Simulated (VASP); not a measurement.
# Al (Im-3m) in VASP: further runs

Al is run at these levels: RPBE; tasks: single point.

All numbers are computed with VASP 6.6.1; they aren't measurements. Logs are shortened: lines on timing, memory, paths and dates and some standing lists are left out, and cuts for length are marked.

### 1 The cell of the first run

It takes space group Im-3m (No. 229, cubic). Conventional cell: a = 3.300 Å, b = 3.300 Å, c = 3.300 Å, α = 90.00°, β = 90.00°, γ = 90.00°. Al (site symmetry m-3m) has 14 Al at 2.86 to 3.30 Å within 3.8 Å.

### 2 Single point, RPBE (volume scaled by 1.04)

File INCAR:

```
ALGO = Normal
EDIFF = 1E-6
ENCUT = 520
GGA = RP
ISIF = 2
ISMEAR = -1
LASPH = True
LCHARG = False
LREAL = False
LWAVE = False
NBANDS = 8
NELM = 100
PREC = Accurate
SIGMA = 0.1
```

File KPOINTS:

```
k-points
0
Gamma
  15 15 15
```

File POSCAR:

```
Al
1.0
   -1.6498689112      1.6498689112      1.6498689112
    1.6498689112     -1.6498689112      1.6498689112
    1.6498689112      1.6498689112     -1.6498689112
Al
1
Direct
    0.0000000000      0.0000000000      0.0000000000
```

Potentials or basis: VASP PAW PBE potentials, release 64 (Al).

Command:

```console
$ cat potpaw_PBE.64/Al/POTCAR > POTCAR
$ mpirun -np 1 vasp_std > vasp.out
```

OUTCAR:

```text
EDIFF = 1E-6
   ENCUT = 520
   GGA = RP
   ISIF = 2
   ISMEAR = -1
   LASPH = True
   LREAL = False
   NELM = 100
   PREC = Accurate

 ion  position               nearest neighbor table
   1  0.000  0.000  0.000-

  LATTYP: Found a body centered cubic cell.
 ALAT       =     3.2997378224

  Lattice vectors:

 A1 = (  -1.6498689112,   1.6498689112,   1.6498689112)
 A2 = (   1.6498689112,  -1.6498689112,   1.6498689112)
 A3 = (   1.6498689112,   1.6498689112,  -1.6498689112)

Analysis of symmetry for initial positions (statically):
=====================================================================
 Subroutine PRICEL returns:
 Original cell was already a primitive cell.

 Routine SETGRP: Setting up the symmetry group for a
 body centered cubic supercell.

 Subroutine GETGRP returns: Found 48 space group operations
 (whereof 48 operations were pure point group operations)
 out of a pool of 48 trial point group operations.

The static configuration has the point symmetry O_h .

Analysis of symmetry for dynamics (positions and initial velocities):
=====================================================================
 Subroutine PRICEL returns:
 Original cell was already a primitive cell.

 Routine SETGRP: Setting up the symmetry group for a
 body centered cubic supercell.

 Subroutine GETGRP returns: Found 48 space group operations
 (whereof 48 operations were pure point group operations)
 out of a pool of 48 trial point group operations.

The dynamic configuration has the point symmetry O_h .

 Subroutine INISYM returns: Found 48 space group operations
 (whereof 48 operations are pure point group operations),
 and found     1 'primitive' translations

----------------------------------------------------------------------------------------

                                     Primitive cell

  volume of cell :      17.9642

  direct lattice vectors                    reciprocal lattice vectors
    -1.649868911  1.649868911  1.649868911     0.000000000  0.303054380  0.303054380
     1.649868911 -1.649868911  1.649868911     0.303054380  0.000000000  0.303054380
     1.649868911  1.649868911 -1.649868911     0.303054380  0.303054380  0.000000000

  length of vectors
     2.857656780  2.857656780  2.857656780     0.428583614  0.428583614  0.428583614

  position of ions in fractional coordinates (direct lattice)
     0.000000000  0.000000000  0.000000000

  ion indices of the primitive-cell ions
   primitive index   ion index
                 1           1

----------------------------------------------------------------------------------------

 KPOINTS: k-points

Automatic generation of k-mesh.
 Grid dimensions read from file:
 generate k-points for:   15   15   15

 Generating k-lattice:

  Cartesian coordinates                     Fractional coordinates (reciprocal lattice)
     0.000000000  0.020203625  0.020203625     0.066666667  0.000000000  0.000000000
     0.020203625  0.000000000  0.020203625     0.000000000  0.066666667  0.000000000
     0.020203625  0.020203625  0.000000000     0.000000000  0.000000000  0.066666667

  Length of vectors
     0.028572241  0.028572241  0.028572241

  Shift w.r.t. Gamma in fractional coordinates (k-lattice)
     0.000000000  0.000000000  0.000000000

 Subroutine IBZKPT returns following result:
 ===========================================

 Found    120 irreducible k-points:

 Following reciprocal coordinates:
            Coordinates               Weight
  0.000000  0.000000  0.000000      1.000000
  0.066667  0.000000  0.000000     12.000000
  0.133333  0.000000  0.000000     12.000000
  0.200000  0.000000  0.000000     12.000000
  0.266667  0.000000  0.000000     12.000000
  0.333333  0.000000  0.000000     12.000000
[... 16 lines left out ...]
  0.333333  0.200000  0.000000     48.000000
  0.400000  0.200000  0.000000     24.000000
 [... further k-points ...]
   k-points           NKPTS =    120   k-points in BZ     NKDIM =    120   number of bands    NBANDS=      8
   number of dos      NEDOS =    301   number of ions     NIONS =      1
   total plane-waves  NPLWV =  13824
   dimension x,y,z NGX =    24 NGY =   24 NGZ =   24
   dimension x,y,z NGXF=    48 NGYF=   48 NGZF=   48
   ions per type =               1
   NGX,Y,Z   is equivalent  to a cutoff of  13.96, 13.96, 13.96 a.u.
   NGXF,Y,Z  is equivalent  to a cutoff of  27.92, 27.92, 27.92 a.u.
 SYSTEM =  unknown system
   PREC   = accura    normal or accurate (medium, high low for compatibility)
   ISTART =      0    job   : 0-new  1-cont  2-samecut
   ICHARG =      2    charge: 1-file 2-atom 10-const
   ISPIN  =      1    spin polarized calculation?
   LNONCOLLINEAR =      F non collinear calculations
   LSORBIT =      F    spin-orbit coupling
   LASPH  =      T    aspherical Exc in radial PAW
   ENCUT  =  520.0 eV  38.22 Ry    6.18 a.u.   5.31  5.31  5.31*2*pi/ulx,y,z
   NELM   =    100;   NELMIN=  2; NELMDL= -5     # of ELM steps
   EDIFF  = 0.1E-05   stopping-criterion for ELM
   LREAL  =      F    real-space projection
   EDIFFG = 0.1E-04   stopping-criterion for IOM
   NSW    =      0    number of steps for IOM
   IBRION =     -1    ionic relax: 0-MD 1-quasi-New 2-CG
   NFREE  =      0    steps in history (QN), initial steepest desc. (CG)
   ISIF   =      2    stress and relaxation
   ISYM   =      2    0-nonsym 1-usesym 2-fastsym
   POTIM  = 0.5000    time-step for ionic-motion
   TEBEG  =    0.0;   TEEND  =   0.0 temperature during run
   PSTRESS=    0.0 pullay stress
   NELECT =       3.0000    total number of electrons
   NUPDOWN=      -1.0000    fix difference up-down
   EMIN   =  10.00;   EMAX   =-10.00  energy-range for DOS
   EFERMI =   0.00;   METHOD = LEGACY
   ISMEAR =    -1;   SIGMA  =   0.10  broadening in eV -4-tet -1-fermi 0-gaus
   EFERMI_NEDOS =   21; number of points for ismear=-14 and -15
   IALGO  =     38    algorithm
   IMIX   =      4    mixing-type and parameters
     AMIX     =   0.40;   BMIX     =  1.00
     AMIX_MAG =   1.60;   BMIX_MAG =  1.00
  volume/ion in A,a.u.               =      17.96       121.23
  Fermi-wavevector in a.u.,A,eV,Ry     =   0.901528  1.703641 11.058169  0.812752
  Thomas-Fermi vector in A             =   2.024620
   LORBIT       =      0    0 simple, 1 ext, 2 COOP (PROOUT), +10 PAW based schemes
   GGA     = RP    functional components
   LHFCALC =     F    Hartree Fock is set to
   AEXX    =    0.0000 exact exchange contribution
   IVDW    =     0    specifies the selected vdW correction
   LEPSILON=     F    determine dielectric tensor
   LRPA    =     F    only Hartree local field effects (RPA)
 non-spin polarized calculation
  energy-cutoff  :      520.00
  volume of cell :       17.96
 maximum number of plane-waves:       494
 NGX is ok and might be reduce to    24
   NGX = 11   NGY = 11   NGZ = 11

 number of electron       3.0000000 magnetization

 Free energy of the ion-electron system (eV)
  ---------------------------------------------------
  ext. energy  EPLUGINS =         0.00000000
  ---------------------------------------------------
  free energy    TOTEN  =        -3.41392303 eV

  energy without entropy =       -3.39897798  energy(sigma->0) =       -3.40645050

 E-fermi :   7.2174     XC(G=0):  -9.8435

 val. band max:        7.2092761390   @ k =   0.2667   0.2000   0.0667
 cond. band min:       7.3230834583   @ k =  -0.3333  -0.4667   0.1333
 fundamental gap:      0.1138073194
 Fermi energy:         7.2174123513

 k-point     1 :       0.0000    0.0000    0.0000
  band No.  band energies     occupation
      1      -3.3246      2.00000
      2      19.9792      0.00000
      3      19.9792      0.00000
      4      19.9792      0.00000
      5      20.8627      0.00000
      6      20.8627      0.00000
      7      20.8627      0.00000
      8      22.8833      0.00000

 k-point     2 :       0.0667    0.0000    0.0000
  band No.  band energies     occupation
      1      -3.2037      2.00000
      2      18.3615      0.00000
      3      18.9579      0.00000
      4      19.4958      0.00000
      5      20.4642      0.00000
      6      21.5405      0.00000
      7      22.0006      0.00000
      8      22.0867      0.00000

 k-point     3 :       0.1333    0.0000    0.0000
  band No.  band energies     occupation
      1      -2.8414      2.00000
      2      15.8305      0.00000
      3      17.7937      0.00000
      4      18.5150      0.00000
      5      19.5965      0.00000
      6      20.7855      0.00000
      7      22.5403      0.00000
      8      22.9915      0.00000

 k-point     4 :       0.2000    0.0000    0.0000
  band No.  band energies     occupation
      1      -2.2394      2.00000
      2      13.2134      0.00000
      3      16.8120      0.00000
      4      17.5115      0.00000
      5      18.6870      0.00000
      6      19.9366      0.00000
      7      23.3678      0.00000
      8      23.4257      0.00000

 k-point     5 :       0.2667    0.0000    0.0000
  band No.  band energies     occupation
      1      -1.4005      2.00000
      2      10.7026      0.00000
      3      16.0264      0.00000
      4      16.6481      0.00000
      5      17.9022      0.00000
      6      19.2084      0.00000
      7      24.0771      0.00000
      8      24.3266      0.00000
[... 177 lines left out ...]
 k-point    22 :       0.2667    0.2000    0.0000
  band No.  band energies     occupation
      1       1.0894      2.00000
      2       7.9989      0.00081
      3       9.7300      0.00000
      4      14.6670      0.00000
      5      19.9582      0.00000
      6      21.3872      0.00000
      7      24.7648      0.00000
      8      26.7023      0.00000

 k-point    23 :       0.3333    0.2000    0.0000
  band No.  band energies     occupation
      1       2.4929      2.00000
      2       5.9696      1.99999
      3       9.3838      0.00000
      4      14.3553      0.00000
      5      19.6647      0.00000
      6      22.3961      0.00000
      7      24.4413      0.00000
      8      26.5389      0.00000

 k-point    24 :       0.4000    0.2000    0.0000
  band No.  band energies     occupation
      1       3.9699      2.00000
      2       4.2819      2.00000
      3       9.2697      0.00000
      4      14.2506      0.00000
      5      19.5644      0.00000
      6      22.9919      0.00000
      7      24.2291      0.00000
      8      26.0873      0.00000

 [... further k-points ...]
[... 5 lines left out ...]
  --------------------------------------------------------------------------------------
  -------------------------------------------------------------------------------------
  Total       -0.2955641     -0.2955641     -0.2955641     -0.0000000     -0.0000000      0.0000000
  in kB      -26.3605198    -26.3605198    -26.3605198     -0.0000000     -0.0000000      0.0000000
  external PRESSURE =     -26.3605198 kB  Pullay stress =       0.0000000 kB

 VOLUME and BASIS-vectors are now :
 -----------------------------------------------------------------------------
  energy-cutoff  :      520.00
  volume of cell :       17.96
      direct lattice vectors                 reciprocal lattice vectors
    -1.649868911  1.649868911  1.649868911     0.000000000  0.303054380  0.303054380
     1.649868911 -1.649868911  1.649868911     0.303054380  0.000000000  0.303054380
     1.649868911  1.649868911 -1.649868911     0.303054380  0.303054380  0.000000000

 POSITION                                       TOTAL-FORCE (eV/Angst)
 -----------------------------------------------------------------------------------
      0.00000      0.00000      0.00000        -0.000000      0.000000      0.000000
 -----------------------------------------------------------------------------------
    total drift:                                0.000000      0.000000      0.000000

  FREE ENERGIE OF THE ION-ELECTRON SYSTEM (eV)
  ---------------------------------------------------
  free  energy   TOTEN  =        -3.4139230292 eV

  energy  without entropy=       -3.3989779793  energy(sigma->0) =       -3.40645050
```

Wall time 4.7 s (1 thread of Intel Xeon 6975P-C (Granite Rapids), shared host); peak memory 0.14 GiB.

What came out:

| Quantity | Value |
| --- | --- |
| Free energy | -3.4139 eV |
| Pressure | -2.6 GPa |

Levels at points of the mesh, in eV from the Fermi level:
| k point | band 1 | band 2 | band 3 | band 4 |
| --- | --- | --- | --- | --- |
| (0.00, 0.00, 0.00) | -10.54 | 12.76 | 12.76 | 12.76 |

Caveat: the PAW data sets were made with another functional, which shifts forces and pressure a little.

### 3 Single point, RPBE (volume scaled by 1.08)

File INCAR:

```
PREC = Accurate ; ENCUT = 520
EDIFF = 1E-6 ; ISMEAR = -1
SIGMA = 0.1 ; LREAL = F
LASPH = T ; NELM = 60
ALGO = Normal ; ISIF = 2
LWAVE = F ; LCHARG = F
GGA = RP ; NBANDS = 8
```

File KPOINTS:

```
Automatic mesh
0
Gamma
  15 15 15
```

File POSCAR:

```
Al
1.0
   -1.6707555451      1.6707555451      1.6707555451
    1.6707555451     -1.6707555451      1.6707555451
    1.6707555451      1.6707555451     -1.6707555451
Al
1
Direct
    0.0000000000      0.0000000000      0.0000000000
```

Potentials or basis: VASP PAW PBE potentials, release 64 (Al).

Command:

```console
$ cat potpaw_PBE.64/Al/POTCAR > POTCAR
$ mpirun -np 1 vasp_std > vasp.out
```

Run time: 4.9 s. Hardware: 1 thread of Intel Xeon 6975P-C (Granite Rapids), shared host; peak memory 0.13 GiB.

Results (log left out):

```yaml
Free_energy: -3.3984 eV
Pressure: -4.5 GPa
```

Levels at points of the mesh, in eV from the Fermi level:
```
           k point  band 1  band 2  band 3  band 4  band 5  band 6
(0.00, 0.00, 0.00)  -10.29   12.55   12.55   12.55   13.15   13.15
```

Caveat: the PAW data sets were made with another functional, which shifts forces and pressure a little.

### 4 Single point, RPBE (volume scaled by 1.12)

File INCAR:

```
SYSTEM = Al
PREC     = Accurate       ! precision mode
ENCUT    = 520            ! plane-wave cutoff, eV
EDIFF    = 1E-7           ! SCF threshold, eV
ISMEAR   = -1             ! smearing method
SIGMA    = 0.1            ! smearing width, eV
LREAL    = .False.        ! projectors in reciprocal space
LASPH    = .True.         ! aspherical terms in the spheres
NELM     = 60             ! most SCF steps
ALGO     = Normal         ! electronic algorithm
ISIF     = 2              ! what is computed and relaxed
LWAVE    = .False.        ! write WAVECAR
LCHARG   = .False.        ! write CHGCAR
GGA      = RP             ! functional
NBANDS   = 8              ! bands
```

File KPOINTS:

```
Automatic mesh
0
Gamma
  15 15 15
  0 0 0
```

File POSCAR:

```
Al
1.0
   -1.6911326210      1.6911326210      1.6911326210
    1.6911326210     -1.6911326210      1.6911326210
    1.6911326210      1.6911326210     -1.6911326210
Al
1
Direct
    0.0000000000      0.0000000000      0.0000000000
```

Command:

```console
$ cat potpaw_PBE.64/Al/POTCAR > POTCAR
$ mpirun -np 1 vasp_std > vasp.out
```

Wall time 5.3 s (1 thread of Intel Xeon 6975P-C (Granite Rapids), shared host); peak memory 0.13 GiB.

It converged, with:

```yaml
Free_energy: -3.3755 eV
Pressure: -6.0 GPa
```

Levels at points of the mesh, in eV from the Fermi level:
```csv
k point,band 1,band 2,band 3,band 4,band 5,band 6
"(0.00, 0.00, 0.00)",-10.04,12.36,12.36,12.36,12.68,12.68
```

Caveat: the PAW data sets were made with another functional, which shifts forces and pressure a little.

### 5 The runs side by side

```csv
cell,gap on the mesh (eV),pressure (GPa)
"a = 2.858 Å, angles 109.5°, 1 atom",none,-2.6
"a = 2.894 Å, angles 109.5°, 1 atom",none,-4.5
"a = 2.929 Å, angles 109.5°, 1 atom",none,-6.0
```

Alike in all rows: task single point; level RPBE; potentials or basis VASP PAW PBE potentials, release 64 (Al); no spin polarisation; k mesh 15 × 15 × 15; cutoff (eV) 520; smearing fermi-dirac 0.1 eV.

Caveats: the PAW data sets were made with another functional, which shifts forces and pressure a little.

Absolute energies hang on the potentials; compare differences alone.
